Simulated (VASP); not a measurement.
A run of VASP 6.6.1 is set up as follows.

File INCAR:

```
SYSTEM = KI
PREC     = Accurate       ! precision mode
ENCUT    = 520            ! plane-wave cutoff, eV
EDIFF    = 1E-6           ! SCF threshold, eV
ISMEAR   = -1             ! smearing method
SIGMA    = 0.01           ! smearing width, eV
LREAL    = .FALSE.        ! projectors in reciprocal space
LASPH    = .TRUE.         ! aspherical terms in the spheres
NELM     = 80             ! most SCF steps
ALGO     = Normal         ! electronic algorithm
ISIF     = 2              ! what is computed and relaxed
LWAVE    = .FALSE.        ! write WAVECAR
LCHARG   = .FALSE.        ! write CHGCAR
GGA      = PS             ! functional
NBANDS   = 15             ! bands
```

KPOINTS

```
Automatic mesh
0
G
  8 8 8
  0 0 0
```

POSCAR

```
KI
1.0
   -0.0352455000      3.5069272500      3.5069272500
    3.5069272500     -0.0352455000      3.5069272500
    3.5069272500      3.5069272500     -0.0352455000
K I
1 1
Direct
    0.0000000000      0.0000000000      0.0000000000
    0.5000000000      0.5000000000      0.5000000000
```

Potentials or basis: VASP PAW PBE potentials, release 64 (K_sv, I).

The run is started by

```sh
$ cat potpaw_PBE.64/K_sv/POTCAR potpaw_PBE.64/I/POTCAR > POTCAR
$ mpirun -np 1 vasp_std > vasp.out
```

Question: Predict the band gap on the k mesh.

Answer: 3.80 eV, direct.

Question: Estimate the pressure.

Answer: -0.2 GPa.

Caveat: the cell differs from its parent crystal (equal xy, yz and zx shear strains of -1 %); the PAW data sets were made with another functional, which shifts forces and pressure a little; spin-orbit coupling is left out, which moves the levels of the heavy elements. A k mesh can miss the band edges.
